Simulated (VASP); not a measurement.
# SrTiO3 (Pm-3m) in VASP: a series of runs

Runs on SrTiO3. Level: PBE. Tasks: electric field gradients.

All numbers are computed with VASP 6.6.1; they aren't measurements. Logs are shortened: lines on timing, memory, paths and dates and some standing lists are left out, and cuts for length are marked.

## (1) The cell of the first run

Symmetry: Pm-3m, No. 221, cubic system. The conventional cell has a = 3.918 Å, b = 3.918 Å, c = 3.918 Å, α = 90.00°, β = 90.00°, γ = 90.00°. Within 3.7 Å of Sr (site symmetry m-3m) lie 12 O at 2.77 Å and 8 Ti at 3.39 Å. Within 2.6 Å of Ti (site symmetry m-3m) lie 6 O at 1.96 Å. O (site symmetry 4/mmm) has 2 Ti at 1.96 Å within 2.6 Å.

## (2) Electric field gradients, PBE (12.03 Å³/atom)

Input file INCAR:

```
PREC = Accurate
ENCUT = 520
EDIFF = 1E-8
ISMEAR = -1
SIGMA = 0.05
LREAL = False
LASPH = True
NELM = 80
ALGO = Normal
ISIF = 2
LWAVE = False
LCHARG = False
GGA = PE
LEFG = True
NBANDS = 28
```

Input file KPOINTS:

```
regular mesh
0
Gamma
  7 7 7
```

Input file POSCAR:

```
SrTiO3
1.0
    3.9179735172      0.0000000000      0.0000000000
    0.0000000000      3.9179735172      0.0000000000
    0.0000000000      0.0000000000      3.9179735172
Sr Ti O
1 1 3
Direct
    0.0000000000      0.0000000000      0.0000000000
    0.5000000000      0.5000000000      0.5000000000
    0.0000000000      0.5000000000      0.5000000000
    0.5000000000      0.0000000000      0.5000000000
    0.5000000000      0.5000000000      0.0000000000
```

Potentials or basis: VASP PAW PBE potentials, release 64 (Sr_sv, Ti_sv, O).

On the command line:

```
cat potpaw_PBE.64/Sr_sv/POTCAR potpaw_PBE.64/Ti_sv/POTCAR potpaw_PBE.64/O/POTCAR > POTCAR
mpirun -np 1 vasp_std > vasp.out
```

OUTCAR:

```text
PREC = Accurate
   ENCUT = 520
   EDIFF = 1E-8
   ISMEAR = -1
   LREAL = False
   LASPH = True
   NELM = 80
   ISIF = 2
   GGA = PE

 ion  position               nearest neighbor table
   1  0.000  0.000  0.000-   3 2.77   4 2.77   5 2.77   3 2.77   4 2.77   3 2.77   5 2.77   3 2.77
                             4 2.77   5 2.77   4 2.77   5 2.77   2 3.39   2 3.39   2 3.39   2 3.39
   2  0.500  0.500  0.500-   3 1.96   4 1.96   5 1.96   5 1.96   4 1.96   3 1.96   1 3.39   1 3.39
                             1 3.39   1 3.39   1 3.39   1 3.39   1 3.39   1 3.39
   3  0.000  0.500  0.500-   2 1.96   2 1.96   1 2.77   1 2.77   1 2.77   1 2.77
   4  0.500  0.000  0.500-   2 1.96   2 1.96   1 2.77   1 2.77   1 2.77   1 2.77
   5  0.500  0.500  0.000-   2 1.96   2 1.96   1 2.77   1 2.77   1 2.77   1 2.77

  LATTYP: Found a simple cubic cell.
 ALAT       =     3.9179735172

  Lattice vectors:

 A1 = (   3.9179735172,   0.0000000000,   0.0000000000)
 A2 = (   0.0000000000,   3.9179735172,   0.0000000000)
 A3 = (   0.0000000000,   0.0000000000,   3.9179735172)

Analysis of symmetry for initial positions (statically):
=====================================================================
 Subroutine PRICEL returns:
 Original cell was already a primitive cell.

 Routine SETGRP: Setting up the symmetry group for a
 simple cubic supercell.

 Subroutine GETGRP returns: Found 48 space group operations
 (whereof 48 operations were pure point group operations)
 out of a pool of 48 trial point group operations.

The static configuration has the point symmetry O_h .

Analysis of symmetry for dynamics (positions and initial velocities):
=====================================================================
 Subroutine PRICEL returns:
 Original cell was already a primitive cell.

 Routine SETGRP: Setting up the symmetry group for a
 simple cubic supercell.

 Subroutine GETGRP returns: Found 48 space group operations
 (whereof 48 operations were pure point group operations)
 out of a pool of 48 trial point group operations.

The dynamic configuration has the point symmetry O_h .

 Subroutine INISYM returns: Found 48 space group operations
 (whereof 48 operations are pure point group operations),
 and found     1 'primitive' translations

[... 148 lines left out ...]
 Fermi energy:         5.0003951934

 k-point     1 :       0.0000    0.0000    0.0000
  band No.  band energies     occupation
      1     -52.4214      2.00000
      2     -28.7364      2.00000
      3     -28.6612      2.00000
      4     -28.6612      2.00000
      5     -28.6612      2.00000
      6     -13.3082      2.00000
[... 609 lines left out ...]
     27      12.1852      0.00000
     28      12.1852      0.00000

------------------------ aborting loop because EDIFF is reached ----------------------------------------

  FORCE on cell =-STRESS in cart. coord.  units (eV):
  Direction    XX          YY          ZZ          XY          YZ          ZX
  --------------------------------------------------------------------------------------
  -------------------------------------------------------------------------------------
  Total        1.1708445      1.1708445      1.1708445      0.0000000     -0.0000000     -0.0000000
  in kB       31.1907131     31.1907131     31.1907131      0.0000000     -0.0000000     -0.0000000
  external PRESSURE =      31.1907131 kB  Pullay stress =       0.0000000 kB

 VOLUME and BASIS-vectors are now :
 -----------------------------------------------------------------------------
  energy-cutoff  :      520.00
  volume of cell :       60.14
      direct lattice vectors                 reciprocal lattice vectors
     3.917973517  0.000000000  0.000000000     0.255233987  0.000000000  0.000000000
     0.000000000  3.917973517  0.000000000     0.000000000  0.255233987  0.000000000
     0.000000000  0.000000000  3.917973517     0.000000000  0.000000000  0.255233987

 POSITION                                       TOTAL-FORCE (eV/Angst)
 -----------------------------------------------------------------------------------
      0.00000      0.00000      0.00000         0.000000      0.000000      0.000000
      1.95899      1.95899      1.95899         0.000000      0.000000      0.000000
      0.00000      1.95899      1.95899         0.000000      0.000000      0.000000
      1.95899      0.00000      1.95899         0.000000      0.000000      0.000000
      1.95899      1.95899      0.00000         0.000000      0.000000      0.000000
 -----------------------------------------------------------------------------------
    total drift:                                0.000000      0.000000     -0.000000

  FREE ENERGIE OF THE ION-ELECTRON SYSTEM (eV)
  ---------------------------------------------------
  free  energy   TOTEN  =       -40.0922005078 eV

  energy  without entropy=      -40.0922005069  energy(sigma->0) =      -40.09220051

 Electric field gradients (V/A^2)
---------------------------------------------------------------------
 ion       V_xx      V_yy      V_zz      V_xy      V_xz      V_yz
---------------------------------------------------------------------
   1       0.000     0.000     0.000    -0.000     0.000     0.000
   2       0.000     0.000     0.000    -0.000     0.000     0.000
   3      12.428    -6.214    -6.214     0.000    -0.000     0.000
   4      -6.214    12.428    -6.214    -0.000     0.000     0.000
   5      -6.214    -6.214    12.428    -0.000     0.000     0.000
---------------------------------------------------------------------

 Electric field gradients after diagonalization (V/A^2)
 (convention: |V_zz| > |V_xx| > |V_yy|)
----------------------------------------------------------------------
 ion       V_xx      V_yy      V_zz     asymmetry (V_yy - V_xx)/ V_zz
----------------------------------------------------------------------
   1       0.000     0.000     0.000      -0.107
   2       0.000     0.000     0.000      -0.195
   3      -6.214    -6.214    12.428       0.000
   4      -6.214    -6.214    12.428       0.000
   5      -6.214    -6.214    12.428       0.000
----------------------------------------------------------------------

           NMR quadrupolar parameters

 Cq : quadrupolar parameter    Cq=e*Q*V_zz/h
 eta: asymmetry parameters     (V_yy - V_xx)/ V_zz
 Q  : nuclear electric quadrupole moment in mb (millibarn)
----------------------------------------------------------------------
 ion       Cq(MHz)       eta       Q (mb)
----------------------------------------------------------------------
   1       0.000      -0.107       1.000
   2       0.000      -0.195       1.000
   3       0.030       0.000       1.000
   4       0.030       0.000       1.000
   5       0.030       0.000       1.000
----------------------------------------------------------------------
```

stdout:

```text
POSCAR found type information on POSCAR SrTiO
 POSCAR found :  3 types and       5 ions
 scaLAPACK will be used
 LDA part: xc-table for (Slater+PW92), standard interpolation
 POSCAR, INCAR and KPOINTS ok, starting setup
 FFT: planning ... GRIDC
 FFT: planning ... GRID_SOFT
 FFT: planning ... GRID
 WAVECAR not read
 entering main loop
ion   1

ion   2

ion   3

ion   4

ion   5
```

It took 60 s on 1 thread of Intel Xeon Platinum 8175M at 2.50GHz (Skylake/Cascade Lake), shared host; peak memory 0.19 GiB.

What came out:

- Free energy: -40.0922 eV
- Pressure: 3.1 GPa
- Band gap on the k mesh: 1.90 eV (least direct gap 2.20 eV)
- Largest electric field gradient by atom: Sr +0.0; Ti +0.0; O +12.4 V/Å²

Electric field gradients, principal values (V/Å²):
```tsv
atom	least	middle	greatest (by size)
1 Sr	0.000	0.000	0.000
2 Ti	0.000	0.000	0.000
3 O	-6.214	-6.214	12.428
4 O	-6.214	-6.214	12.428
5 O	-6.214	-6.214	12.428
```

Caveat: the cell stands under pressure; without QUAD_EFG the Cq values of the log hold for a quadrupole moment of 1 mb, not for the nuclei; an odd mesh through Γ misses points on the zone boundary, where band edges can lie.

## (3) Electric field gradients, PBE (12.03 Å³/atom)

Input file INCAR:

```
SYSTEM = SrTiO3
PREC = Accurate
ENCUT = 520
EDIFF = 1E-8
ISMEAR = -1
SIGMA = 0.05
LREAL = .False.
LASPH = .True.
NELM = 80
ALGO = Normal
ISIF = 2
LWAVE = .False.
LCHARG = .False.
GGA = PE
LEFG = .True.
NBANDS = 28
```

Input file KPOINTS:

```
regular mesh
0
Gamma
  7 7 7
  0 0 0
```

POSCAR is that of step 2.

Potentials or basis: VASP PAW PBE potentials, release 64 (Sr_sv, Ti_sv, O).

On the command line:

```
cat potpaw_PBE.64/Sr_sv/POTCAR potpaw_PBE.64/Ti_sv/POTCAR potpaw_PBE.64/O/POTCAR > POTCAR
mpirun -np 1 vasp_std > vasp.out
```

OUTCAR:

```text
SYSTEM = SrTiO3
   PREC = Accurate
   ENCUT = 520
   EDIFF = 1E-8
   ISMEAR = -1
   LREAL = .False.
   LASPH = .True.
   NELM = 80
   ISIF = 2
   GGA = PE

 ion  position               nearest neighbor table
   1  0.000  0.000  0.000-   3 2.77   4 2.77   5 2.77   3 2.77   4 2.77   3 2.77   5 2.77   3 2.77
                             4 2.77   5 2.77   4 2.77   5 2.77   2 3.39   2 3.39   2 3.39   2 3.39
   2  0.500  0.500  0.500-   3 1.96   4 1.96   5 1.96   5 1.96   4 1.96   3 1.96   1 3.39   1 3.39
                             1 3.39   1 3.39   1 3.39   1 3.39   1 3.39   1 3.39
   3  0.000  0.500  0.500-   2 1.96   2 1.96   1 2.77   1 2.77   1 2.77   1 2.77
   4  0.500  0.000  0.500-   2 1.96   2 1.96   1 2.77   1 2.77   1 2.77   1 2.77
   5  0.500  0.500  0.000-   2 1.96   2 1.96   1 2.77   1 2.77   1 2.77   1 2.77

  LATTYP: Found a simple cubic cell.
 ALAT       =     3.9179735172

  Lattice vectors:

 A1 = (   3.9179735172,   0.0000000000,   0.0000000000)
 A2 = (   0.0000000000,   3.9179735172,   0.0000000000)
 A3 = (   0.0000000000,   0.0000000000,   3.9179735172)

Analysis of symmetry for initial positions (statically):
=====================================================================
 Subroutine PRICEL returns:
 Original cell was already a primitive cell.
[... 825 lines left out ...]
    total drift:                                0.000000      0.000000     -0.000000

  FREE ENERGIE OF THE ION-ELECTRON SYSTEM (eV)
  ---------------------------------------------------
  free  energy   TOTEN  =       -40.0922005078 eV

  energy  without entropy=      -40.0922005069  energy(sigma->0) =      -40.09220051

 Electric field gradients (V/A^2)
---------------------------------------------------------------------
 ion       V_xx      V_yy      V_zz      V_xy      V_xz      V_yz
---------------------------------------------------------------------
   1       0.000     0.000     0.000    -0.000     0.000     0.000
   2       0.000     0.000     0.000    -0.000     0.000     0.000
   3      12.428    -6.214    -6.214     0.000    -0.000     0.000
   4      -6.214    12.428    -6.214    -0.000     0.000     0.000
   5      -6.214    -6.214    12.428    -0.000     0.000     0.000
---------------------------------------------------------------------

 Electric field gradients after diagonalization (V/A^2)
 (convention: |V_zz| > |V_xx| > |V_yy|)
----------------------------------------------------------------------
 ion       V_xx      V_yy      V_zz     asymmetry (V_yy - V_xx)/ V_zz
----------------------------------------------------------------------
   1       0.000     0.000     0.000      -0.107
   2       0.000     0.000     0.000      -0.195
   3      -6.214    -6.214    12.428       0.000
   4      -6.214    -6.214    12.428       0.000
   5      -6.214    -6.214    12.428       0.000
----------------------------------------------------------------------

           NMR quadrupolar parameters

 Cq : quadrupolar parameter    Cq=e*Q*V_zz/h
 eta: asymmetry parameters     (V_yy - V_xx)/ V_zz
 Q  : nuclear electric quadrupole moment in mb (millibarn)
----------------------------------------------------------------------
 ion       Cq(MHz)       eta       Q (mb)
----------------------------------------------------------------------
   1       0.000      -0.107       1.000
   2       0.000      -0.195       1.000
   3       0.030       0.000       1.000
   4       0.030       0.000       1.000
   5       0.030       0.000       1.000
----------------------------------------------------------------------
```

OSZICAR:

```text
N       E                     dE             d eps       ncg     rms          rms(c)
DAV:   1     0.435239672666E+03    0.43524E+03   -0.21366E+04  1120   0.157E+03
[... 12 lines left out ...]
DAV:  14    -0.400922046550E+02    0.10687E-04   -0.23539E-04  1272   0.909E-02    0.320E-02
DAV:  15    -0.400922013255E+02    0.33295E-05   -0.56519E-05  1520   0.644E-02    0.133E-02
DAV:  16    -0.400922005046E+02    0.82090E-06   -0.41706E-06  1436   0.201E-02    0.815E-03
DAV:  17    -0.400922004633E+02    0.41299E-07   -0.74668E-07  1432   0.105E-02    0.256E-03
DAV:  18    -0.400922004875E+02   -0.24175E-07   -0.11992E-07  1372   0.337E-03    0.963E-04
DAV:  19    -0.400922005094E+02   -0.21847E-07   -0.11126E-08   944   0.119E-03    0.467E-04
DAV:  20    -0.400922005078E+02    0.15880E-08   -0.64101E-09   804   0.115E-03
   1 F= -.40092201E+02 E0= -.40092201E+02  d E =-.900570E-09
```

Run time: 61 s. Hardware: 1 thread of Intel Xeon Platinum 8175M at 2.50GHz (Skylake/Cascade Lake), shared host; peak memory 0.19 GiB.

Results:

```
Free energy                             : -40.0922 eV
Pressure                                : 3.1 GPa
Band gap on the k mesh                  : 1.90 eV (least direct gap 2.20 eV)
Largest electric field gradient by atom : Sr +0.0; Ti +0.0; O +12.4 V/Å²
```

Levels at points of the mesh, in eV from the valence-band top:
```csv
k point,band 18,band 19,band 20,band 21,band 22,band 23
"(0.00, 0.00, 0.00)",-0.30,-0.30,-0.30,1.90,1.90,1.90
```

Electric field gradients, principal values (V/Å²):
| atom | least | middle | greatest (by size) |
| --- | --- | --- | --- |
| 1 Sr | 0.000 | 0.000 | 0.000 |
| 2 Ti | 0.000 | 0.000 | 0.000 |
| 3 O | -6.214 | -6.214 | 12.428 |
| 4 O | -6.214 | -6.214 | 12.428 |
| 5 O | -6.214 | -6.214 | 12.428 |

Caveat: the cell stands under pressure; without QUAD_EFG the Cq values of the log hold for a quadrupole moment of 1 mb, not for the nuclei; an odd mesh through Γ misses points on the zone boundary, where band edges can lie.

(Part 1 of 2 ends here.)
